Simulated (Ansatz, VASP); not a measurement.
**TePb: VASP and Ansatz over several settings**

```
CELL_PARAMETERS angstrom
0.00000 3.16504 3.16504
3.16504 0.00000 3.16504
3.16504 3.16504 0.00000
ATOMIC_POSITIONS crystal
Pb 0.00000 0.00000 0.00000
Te 0.50000 0.50000 0.50000
```

Single points on this cell with VASP 6.6.1 and Ansatz 0.2.0. Each row is one pair of runs. Alike in all rows: spin: off; k mesh: 7 × 7 × 7; smearing: fermi-dirac, width 0.05 eV; Ansatz's potentials, cutoff: Ansatz PAW, 420 eV.

```csv
level,"VASP's potentials, cutoff","pressure (GPa), VASP","pressure (GPa), Ansatz"
PBE+D4,"VASP PAW PBE potentials, release 64 (Pb_d, Te), 520 eV",3.2,3.3
revPBE,"VASP PAW PBE potentials, release 64 (Pb_d, Te), 520 eV",6.6,6.7
BLYP+D3(BJ),"VASP PAW PBE potentials, release 64 (Pb_d, Te), 520 eV",4.0,3.8
LDA,"VASP PAW LDA potentials, release 64 (Pb_d, Te), 520 eV",1.3,?
RPBE+D4,"VASP PAW PBE potentials, release 64 (Pb_d, Te), 520 eV",2.9,3.0
PBE exchange alone,"VASP PAW PBE potentials, release 64 (Pb_d, Te), 520 eV",14.6,14.6
RPBE+D3(BJ),"VASP PAW PBE potentials, release 64 (Pb_d, Te), 520 eV",-8.8,-8.7
revPBE+D4,"VASP PAW PBE potentials, release 64 (Pb_d, Te), 520 eV",3.1,3.2
```

Task: Fill in what Ansatz gave in row 4.

Result: Pressure (GPa): 1.2.

VASP's potentials hold 20 valence electrons a cell and Ansatz's 30, so a difference there can come from the potentials and not from the codes.

Spin-orbit coupling is off throughout.
